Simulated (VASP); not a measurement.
# NaCl (F-43m) in VASP: notebook

The runs below take NaCl through single point, with PBE.

Everything below comes from runs of VASP 6.6.1. Logs are shortened: lines on timing, memory, paths and dates and some standing lists are left out, and cuts for length are marked.

## (1) The cell of the first run

It takes space group F-43m (No. 216, cubic). The conventional cell has a = 5.961 Å, b = 5.961 Å, c = 5.961 Å, α = 90.00°, β = 90.00°, γ = 90.00°. Na (site symmetry -43m) has 4 Cl at 2.58 Å within 3.4 Å. Cl (site symmetry -43m) has 4 Na at 2.58 Å within 3.4 Å.

## (2) Single point, PBE (volume changed by -10%)

Input file INCAR:

```
SYSTEM = NaCl
PREC = Accurate
ENCUT = 520
EDIFF = 1E-7
ISMEAR = 0
SIGMA = 0.01
LREAL = .False.
LASPH = .True.
NELM = 60
ALGO = Normal
ISIF = 2
LWAVE = .False.
LCHARG = .False.
GGA = PE
NBANDS = 14
```

Input file KPOINTS:

```
regular mesh
0
Gamma
  4 4 4
  0 0 0
```

Input file POSCAR:

```
NaCl
1.0
    0.0000000000      2.9807291135      2.9807291135
    2.9807291135      0.0000000000      2.9807291135
    2.9807291135      2.9807291135      0.0000000000
Na Cl
1 1
Direct
    0.0000000000      0.0000000000      0.0000000000
    0.2500000000      0.2500000000      0.2500000000
```

Potentials or basis: VASP PAW PBE potentials, release 64 (Na_pv, Cl).

The run is started by

```bash
> cat potpaw_PBE.64/Na_pv/POTCAR potpaw_PBE.64/Cl/POTCAR > POTCAR
> mpirun -np 1 vasp_std > vasp.out
```

OUTCAR:

```text
SYSTEM = NaCl
   PREC = Accurate
   ENCUT = 520
   EDIFF = 1E-7
   ISMEAR = 0
   LREAL = .False.
   LASPH = .True.
   NELM = 60
   ISIF = 2
   GGA = PE

 ion  position               nearest neighbor table
   1  0.000  0.000  0.000-   2 2.58   2 2.58   2 2.58   2 2.58
   2  0.250  0.250  0.250-   1 2.58   1 2.58   1 2.58   1 2.58

  LATTYP: Found a face centered cubic cell.
 ALAT       =     5.9614582270

  Lattice vectors:

 A1 = (   0.0000000000,   2.9807291135,   2.9807291135)
 A2 = (   2.9807291135,   0.0000000000,   2.9807291135)
 A3 = (   2.9807291135,   2.9807291135,   0.0000000000)

Analysis of symmetry for initial positions (statically):
=====================================================================
 Subroutine PRICEL returns:
 Original cell was already a primitive cell.

 Routine SETGRP: Setting up the symmetry group for a
 face centered cubic supercell.

 Subroutine GETGRP returns: Found 24 space group operations
 (whereof 24 operations were pure point group operations)
 out of a pool of 48 trial point group operations.

The static configuration has the point symmetry T_d .

Analysis of symmetry for dynamics (positions and initial velocities):
=====================================================================
 Subroutine PRICEL returns:
 Original cell was already a primitive cell.

 Routine SETGRP: Setting up the symmetry group for a
 face centered cubic supercell.

 Subroutine GETGRP returns: Found 24 space group operations
 (whereof 24 operations were pure point group operations)
 out of a pool of 48 trial point group operations.

The dynamic configuration has the point symmetry T_d .

 Subroutine INISYM returns: Found 24 space group operations
 (whereof 24 operations are pure point group operations),
 and found     1 'primitive' translations

----------------------------------------------------------------------------------------

                                     Primitive cell

  volume of cell :      52.9660

  direct lattice vectors                    reciprocal lattice vectors
     0.000000000  2.980729113  2.980729113    -0.167744193  0.167744193  0.167744193
     2.980729113  0.000000000  2.980729113     0.167744193 -0.167744193  0.167744193
     2.980729113  2.980729113  0.000000000     0.167744193  0.167744193 -0.167744193

  length of vectors
     4.215387538  4.215387538  4.215387538     0.290541465  0.290541465  0.290541465

  position of ions in fractional coordinates (direct lattice)
     0.000000000  0.000000000  0.000000000
     0.250000000  0.250000000  0.250000000

  ion indices of the primitive-cell ions
   primitive index   ion index
                 1           1
                 2           2

----------------------------------------------------------------------------------------

 KPOINTS: regular mesh

Automatic generation of k-mesh.
 Grid dimensions read from file:
 generate k-points for:    4    4    4

 Generating k-lattice:

  Cartesian coordinates                     Fractional coordinates (reciprocal lattice)
    -0.041936048  0.041936048  0.041936048     0.250000000  0.000000000  0.000000000
     0.041936048 -0.041936048  0.041936048     0.000000000  0.250000000  0.000000000
     0.041936048  0.041936048 -0.041936048     0.000000000  0.000000000  0.250000000

  Length of vectors
     0.072635366  0.072635366  0.072635366

  Shift w.r.t. Gamma in fractional coordinates (k-lattice)
     0.000000000  0.000000000  0.000000000

 Subroutine IBZKPT returns following result:
 ===========================================

 Found      8 irreducible k-points:

 Following reciprocal coordinates:
            Coordinates               Weight
  0.000000  0.000000  0.000000      1.000000
  0.250000  0.000000  0.000000      8.000000
  0.500000  0.000000  0.000000      4.000000
  0.250000  0.250000  0.000000      6.000000
  0.500000  0.250000  0.000000     24.000000
 -0.250000  0.250000  0.000000     12.000000
  0.500000  0.500000  0.000000      3.000000
 -0.250000  0.500000  0.250000      6.000000
   k-points           NKPTS =      8   k-points in BZ     NKDIM =      8   number of bands    NBANDS=     14
   number of dos      NEDOS =    301   number of ions     NIONS =      2
   total plane-waves  NPLWV =  32768
   dimension x,y,z NGX =    32 NGY =   32 NGZ =   32
   dimension x,y,z NGXF=    64 NGYF=   64 NGZF=   64
   ions per type =               1   1
   NGX,Y,Z   is equivalent  to a cutoff of  12.62, 12.62, 12.62 a.u.
   NGXF,Y,Z  is equivalent  to a cutoff of  25.24, 25.24, 25.24 a.u.
 SYSTEM =  NaCl
   PREC   = accura    normal or accurate (medium, high low for compatibility)
   ISTART =      0    job   : 0-new  1-cont  2-samecut
   ICHARG =      2    charge: 1-file 2-atom 10-const
   ISPIN  =      1    spin polarized calculation?
   LNONCOLLINEAR =      F non collinear calculations
   LSORBIT =      F    spin-orbit coupling
   LASPH  =      T    aspherical Exc in radial PAW
   ENCUT  =  520.0 eV  38.22 Ry    6.18 a.u.   7.84  7.84  7.84*2*pi/ulx,y,z
   NELM   =     60;   NELMIN=  2; NELMDL= -5     # of ELM steps
   EDIFF  = 0.1E-06   stopping-criterion for ELM
   LREAL  =      F    real-space projection
   EDIFFG = 0.1E-05   stopping-criterion for IOM
   NSW    =      0    number of steps for IOM
   IBRION =     -1    ionic relax: 0-MD 1-quasi-New 2-CG
   NFREE  =      0    steps in history (QN), initial steepest desc. (CG)
   ISIF   =      2    stress and relaxation
   ISYM   =      2    0-nonsym 1-usesym 2-fastsym
   POTIM  = 0.5000    time-step for ionic-motion
   TEBEG  =    0.0;   TEEND  =   0.0 temperature during run
   PSTRESS=    0.0 pullay stress
   NELECT =      14.0000    total number of electrons
   NUPDOWN=      -1.0000    fix difference up-down
   EMIN   =  10.00;   EMAX   =-10.00  energy-range for DOS
   EFERMI =   0.00;   METHOD = LEGACY
   ISMEAR =     0;   SIGMA  =   0.01  broadening in eV -4-tet -1-fermi 0-gaus
   EFERMI_NEDOS =   21; number of points for ismear=-14 and -15
   IALGO  =     38    algorithm
   IMIX   =      4    mixing-type and parameters
     AMIX     =   0.40;   BMIX     =  1.00
     AMIX_MAG =   1.60;   BMIX_MAG =  1.00
  volume/ion in A,a.u.               =      26.48       178.72
  Fermi-wavevector in a.u.,A,eV,Ry     =   1.050635  1.985411 15.018558  1.103833
  Thomas-Fermi vector in A             =   2.185646
   LORBIT       =      0    0 simple, 1 ext, 2 COOP (PROOUT), +10 PAW based schemes
   GGA     = PE    functional components
   LHFCALC =     F    Hartree Fock is set to
   AEXX    =    0.0000 exact exchange contribution
   IVDW    =     0    specifies the selected vdW correction
   LEPSILON=     F    determine dielectric tensor
   LRPA    =     F    only Hartree local field effects (RPA)
 non-spin polarized calculation
 Gauss-broadening in eV      SIGMA  =   0.01
  energy-cutoff  :      520.00
  volume of cell :       52.97
 maximum number of plane-waves:      1458
   NGX = 15   NGY = 15   NGZ = 15

 number of electron      14.0000007 magnetization

 Free energy of the ion-electron system (eV)
  ---------------------------------------------------
  ext. energy  EPLUGINS =         0.00000000
  ---------------------------------------------------
  free energy    TOTEN  =        -6.56613107 eV

  energy without entropy =       -6.56613107  energy(sigma->0) =       -6.56613107

 E-fermi :  -1.9129     XC(G=0):  -7.2574

 val. band max:       -1.9612376317   @ k =   0.0000   0.0000   0.0000
 cond. band min:       3.2444670410   @ k =   0.0000   0.0000   0.0000
 fundamental gap:      5.2057046727
 Fermi energy:        -1.9129348414

 k-point     1 :       0.0000    0.0000    0.0000
  band No.  band energies     occupation
      1     -22.3154      2.00000
      2     -22.3154      2.00000
      3     -22.3154      2.00000
      4     -14.2113      2.00000
      5      -1.9612      2.00000
      6      -1.9612      2.00000
      7      -1.9612      2.00000
      8       3.2445      0.00000
      9       9.5975      0.00000
     10       9.5975      0.00000
     11       9.5975      0.00000
     12      11.3329      0.00000
     13      11.3329      0.00000
     14      14.1690      0.00000

 k-point     2 :       0.2500    0.0000    0.0000
  band No.  band energies     occupation
      1     -22.3276      2.00000
      2     -22.3167      2.00000
      3     -22.3167      2.00000
      4     -14.1106      2.00000
      5      -2.6627      2.00000
      6      -2.0142      2.00000
      7      -2.0142      2.00000
      8       4.5534      0.00000
      9       8.4829      0.00000
     10       9.5120      0.00000
     11       9.5120      0.00000
     12      11.1820      0.00000
     13      11.1820      0.00000
     14      12.6716      0.00000

 k-point     3 :       0.5000    0.0000    0.0000
  band No.  band energies     occupation
      1     -22.3397      2.00000
      2     -22.3180      2.00000
      3     -22.3180      2.00000
      4     -14.0074      2.00000
      5      -3.2068      2.00000
      6      -2.0654      2.00000
      7      -2.0654      2.00000
      8       5.9440      0.00000
      9       7.4572      0.00000
     10       8.9370      0.00000
     11       8.9370      0.00000
     12      13.1385      0.00000
     13      13.3372      0.00000
     14      13.3372      0.00000

 k-point     4 :       0.2500    0.2500    0.0000
  band No.  band energies     occupation
      1     -22.3288      2.00000
      2     -22.3186      2.00000
      3     -22.3186      2.00000
      4     -14.0778      2.00000
      5      -2.6448      2.00000
      6      -2.1398      2.00000
      7      -2.1398      2.00000
      8       4.8278      0.00000
      9       8.1428      0.00000
     10       8.7865      0.00000
     11      10.3913      0.00000
     12      10.3913      0.00000
     13      12.1851      0.00000
     14      15.3383      0.00000

 k-point     5 :       0.5000    0.2500    0.0000
  band No.  band energies     occupation
      1     -22.3382      2.00000
      2     -22.3224      2.00000
      3     -22.3199      2.00000
      4     -13.9754      2.00000
      5      -2.9832      2.00000
      6      -2.4113      2.00000
      7      -2.1899      2.00000
      8       5.9543      0.00000
      9       7.3820      0.00000
     10       8.6520      0.00000
     11      10.0333      0.00000
     12      11.5198      0.00000
     13      13.5813      0.00000
     14      14.1083      0.00000

 k-point     6 :      -0.2500    0.2500    0.0000
  band No.  band energies     occupation
      1     -22.3351      2.00000
      2     -22.3225      2.00000
      3     -22.3180      2.00000
      4     -14.0091      2.00000
      5      -2.8808      2.00000
      6      -2.4456      2.00000
      7      -2.0676      2.00000
      8       6.0259      0.00000
      9       7.5686      0.00000
     10       8.4204      0.00000
     11       9.5932      0.00000
     12      11.1635      0.00000
     13      13.3863      0.00000
     14      14.0177      0.00000

 k-point     7 :       0.5000    0.5000    0.0000
  band No.  band energies     occupation
      1     -22.3419      2.00000
      2     -22.3217      2.00000
      3     -22.3217      2.00000
      4     -13.9424      2.00000
      5      -3.0970      2.00000
      6      -2.3069      2.00000
      7      -2.3069      2.00000
      8       5.1390      0.00000
      9       7.2862      0.00000
     10       9.4881      0.00000
     11      11.9696      0.00000
     12      11.9696      0.00000
     13      13.6637      0.00000
     14      14.1020      0.00000

 k-point     8 :      -0.2500    0.5000    0.2500
  band No.  band energies     occupation
      1     -22.3389      2.00000
      2     -22.3246      2.00000
      3     -22.3218      2.00000
      4     -13.9419      2.00000
      5      -2.7472      2.00000
      6      -2.7057      2.00000
      7      -2.3642      2.00000
      8       6.0211      0.00000
      9       7.8936      0.00000
     10       8.7991      0.00000
     11       9.1592      0.00000
     12      12.9572      0.00000
     13      13.0175      0.00000
     14      14.0294      0.00000

------------------------ aborting loop because EDIFF is reached ----------------------------------------

  FORCE on cell =-STRESS in cart. coord.  units (eV):
  Direction    XX          YY          ZZ          XY          YZ          ZX
  --------------------------------------------------------------------------------------
  -------------------------------------------------------------------------------------
  Total        1.1066121      1.1066121      1.1066121      0.0000000      0.0000000      0.0000000
  in kB       33.4740662     33.4740662     33.4740662      0.0000000      0.0000000      0.0000000
  external PRESSURE =      33.4740662 kB  Pullay stress =       0.0000000 kB

 VOLUME and BASIS-vectors are now :
 -----------------------------------------------------------------------------
  energy-cutoff  :      520.00
  volume of cell :       52.97
      direct lattice vectors                 reciprocal lattice vectors
     0.000000000  2.980729113  2.980729113    -0.167744193  0.167744193  0.167744193
     2.980729113  0.000000000  2.980729113     0.167744193 -0.167744193  0.167744193
     2.980729113  2.980729113  0.000000000     0.167744193  0.167744193 -0.167744193

 POSITION                                       TOTAL-FORCE (eV/Angst)
 -----------------------------------------------------------------------------------
      0.00000      0.00000      0.00000         0.000000      0.000000      0.000000
      1.49036      1.49036      1.49036        -0.000000     -0.000000     -0.000000
 -----------------------------------------------------------------------------------
    total drift:                               -0.000000     -0.000000      0.000000

  FREE ENERGIE OF THE ION-ELECTRON SYSTEM (eV)
  ---------------------------------------------------
  free  energy   TOTEN  =        -6.5661310717 eV

  energy  without entropy=       -6.5661310717  energy(sigma->0) =       -6.56613107
```

Run time: 8.8 s. Hardware: 1 thread of Intel Xeon Platinum 8488C (Sapphire Rapids), shared host; peak memory 0.16 GiB.

What came out:

| Item | Value |
| --- | --- |
| Free energy | -6.5661 eV |
| Pressure | 3.3 GPa |
| Band gap on the k mesh | 5.21 eV, direct |

Levels at points of the mesh, in eV from the valence-band top:
| k point | band 5 | band 6 | band 7 | band 8 | band 9 | band 10 |
| --- | --- | --- | --- | --- | --- | --- |
| (0.00, 0.00, 0.00) | 0.00 | 0.00 | 0.00 | 5.21 | 11.56 | 11.56 |
| (0.50, 0.00, 0.00) | -1.25 | -0.10 | -0.10 | 7.91 | 9.42 | 10.90 |
| (0.50, 0.50, 0.00) | -1.14 | -0.35 | -0.35 | 7.10 | 9.25 | 11.45 |

Caveat: the k points lie up to 0.46 Å⁻¹ apart.

(Continued in part 2 of 2.)
